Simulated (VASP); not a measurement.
Wanted: the native input for a VASP 6.6.1 run.

- Task: single point
- Functional: LDA
- Potentials or basis: VASP PAW LDA potentials, release 64 (Ti_sv, Au)
- Cutoff: 520 eV
- k mesh: 5 × 5 × 5
- Occupations: methfessel-paxton, width 0.1 eV
- Spin: no spin polarisation
- Dipole correction: no
- Further INCAR settings: ALGO = Normal; EDIFF = 1e-06; NBANDS = 18

The structure of TiAu lies in POSCAR:

```
TiAu
1.0
    3.2540000000      0.0000000000      0.0000000000
    0.0000000000      3.2540000000      0.0000000000
    0.0000000000      0.0000000000      3.2540000000
Ti Au
1 1
Direct
    0.5050000000      0.5000000000      0.5000000000
    0.0000000000      0.0000000000      0.0000000000
```

One way to write it, as run:

INCAR

```
SYSTEM = TiAu
PREC = Accurate
ENCUT = 520
EDIFF = 1E-6
ISMEAR = 1
SIGMA = 0.1
LREAL = .FALSE.
LASPH = .TRUE.
NELM = 80
ALGO = Normal
ISIF = 2
LWAVE = .FALSE.
LCHARG = .TRUE.
GGA = CA
LELF = .TRUE.
LVHAR = .TRUE.
NBANDS = 18
```

KPOINTS

```
regular mesh
0
G
  5 5 5
  0 0 0
```

Potentials or basis: VASP PAW LDA potentials, release 64 (Ti_sv, Au).

Launch:

```bash
$ cat potpaw_LDA.64/Ti_sv/POTCAR potpaw_LDA.64/Au/POTCAR > POTCAR
$ mpirun -np 1 vasp_std > vasp.out
```

Results of the run:

```yaml
Pressure: -9.0 GPa
Largest_force: 0.037 eV/Å
```

Caveat: the k points lie up to 0.39 Å⁻¹ apart.

Run time: 6.7 s on 1 thread of Intel(R) Xeon(R) Platinum 8259CL CPU @ 2.50GHz (Skylake/Cascade Lake) (shared host), peak memory 0.13 GiB.
